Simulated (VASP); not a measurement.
Runs of VASP 6.6.1 on CaO. The structure is that of space group F-43m (No. 216), or close to it. The cells are those of the table. 

```csv
level,cell,k mesh,smearing,gap on the mesh (eV),pressure (GPa)
r2SCAN,"a = 3.834 Å, angles 60.0°, 2 atoms",8 × 8 × 8,gaussian 0.01 eV,3.33,-7.1
PBE,"a = 3.834 Å, angles 60.0°, 2 atoms",6 × 6 × 6,gaussian 0.01 eV,2.93,-5.9
PBE,"a = 3.539 Å, angles 60.0°, 2 atoms",6 × 6 × 6,gaussian 0.01 eV,3.75,(a)
PBE,"a = 3.834 Å, angles 60.0°, 2 atoms",8 × 8 × 8,fermi-dirac 0.02 eV,2.93,-5.9
PBE,"a = 3.686 Å, angles 60.0°, 2 atoms",6 × 6 × 6,gaussian 0.01 eV,3.33,1.9
```

Alike in all rows: task single point; potentials or basis VASP PAW PBE potentials, release 64 (Ca_sv, O); no spin polarisation; cutoff (eV) 520.

Fill in the values left out.

(a) 14.9.

Caveats: the cell stands under tension (at least some runs); the PAW data sets were made with another functional, which shifts forces and pressure a little (at least some runs); the cell stands under pressure (at least some runs).

A k mesh can miss the band edges.
